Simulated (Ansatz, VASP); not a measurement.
**One calculation of SrO, two programs**

```
Sr O
1.0
     0.00000    2.53507    2.53507
     2.53507    0.00000    2.53507
     2.53507    2.53507    0.00000
Sr O
1 1
Direct
  0.00000 0.00000 0.00000
  0.50000 0.50000 0.50000
```

Change from the starting cell: volume scaled by 0.96.

Alike in both runs: task single point; functional LDA; k mesh 8 × 8 × 8; occupations fermi-dirac, width 0.02 eV; no spin polarisation.

|  | VASP | Ansatz |
| --- | --- | --- |
| version | VASP 6.6.1 | Ansatz 0.2.0 |
| potentials or method | VASP PAW LDA potentials, release 64 (Sr_sv, O), cutoff 520 eV | all-electron LAPW, scalar-relativistic |

VASP gave:

```
gap on the k mesh at the Fermi level (eV) : 3.06
pressure (GPa)                            : 0.5
```

What did Ansatz give for the same quantities?

gap on the k mesh at the Fermi level (eV): 3.12; pressure (GPa): -0.3.

LDA's correlation is that of Perdew and Zunger in VASP and of Perdew and Wang (1992) in Ansatz. Ansatz ran all-electron here, and VASP with PAW potentials.
